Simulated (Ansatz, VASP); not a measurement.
Bi in VASP and in Ansatz

```
CELL_PARAMETERS angstrom
3.25218 0.00000 0.00000
0.00000 3.25218 0.00000
0.00000 0.00000 3.25218
ATOMIC_POSITIONS crystal
Bi 0.00000 0.00000 0.00000
```

Alike in both runs: task relaxation of cell and atoms; functional BLYP; k mesh 10 × 10 × 10; occupations fermi-dirac, width 0.1 eV; no spin polarisation.

|  | VASP | Ansatz |
| --- | --- | --- |
| version | VASP 6.6.1 | Ansatz 0.2.0 |
| potentials or method | VASP PAW PBE potentials, release 64 (Bi_d), cutoff 600 eV | plane waves (420 eV) with PAW, scalar-relativistic |
| valence electrons in the cell | 15 | 15 |

```csv
,VASP,Ansatz,Ansatz less VASP
relaxed volume (Å³/atom),37.92,37.88,-0.041
relaxed cell length with the largest relative difference (Å),3.360,3.358,-0.0012
```

VASP's potentials were made for PBE, not for BLYP.

Neither program's run includes spin-orbit coupling.
